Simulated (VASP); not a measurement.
Here is a VASP 6.6.1 calculation.

Contents of INCAR:

```
SYSTEM = ZnO
PREC     = Accurate       ! precision mode
ENCUT    = 520            ! plane-wave cutoff, eV
EDIFF    = 1E-6           ! SCF threshold, eV
ISMEAR   = 0              ! smearing method
SIGMA    = 0.05           ! smearing width, eV
LREAL    = .FALSE.        ! projectors in reciprocal space
LASPH    = .TRUE.         ! aspherical terms in the spheres
NELM     = 100            ! most SCF steps
ALGO     = Normal         ! electronic algorithm
ISIF     = 2              ! what is computed and relaxed
LWAVE    = .FALSE.        ! write WAVECAR
LCHARG   = .FALSE.        ! write CHGCAR
GGA      = CA             ! functional
NBANDS   = 16             ! bands
```

The input KPOINTS:

```
regular mesh
0
G
  12 12 12
  0 0 0
```

POSCAR

```
ZnO
1.0
    0.0000000000      2.1694420000      2.1694420000
    2.1694420000      0.0000000000      2.1694420000
    2.1694420000      2.1694420000      0.0000000000
Zn O
1 1
Direct
    0.0000000000      0.0000000000      0.0000000000
    0.5000000000      0.5000000000      0.5000000000
```

Potentials or basis: VASP PAW LDA potentials, release 64 (Zn, O).

Run with:

```sh
$ cat potpaw_LDA.64/Zn/POTCAR potpaw_LDA.64/O/POTCAR > POTCAR
$ mpirun -np 1 vasp_std > vasp.out
```

Task: Predict the band gap on the k mesh.

Result: 0.68 eV, indirect (least direct gap 1.90 eV).

Task: What does it give for the pressure?

Result: -13.9 GPa.

A k mesh can miss the band edges. A hybrid or GW would open this gap; LDA tends to underestimate it.
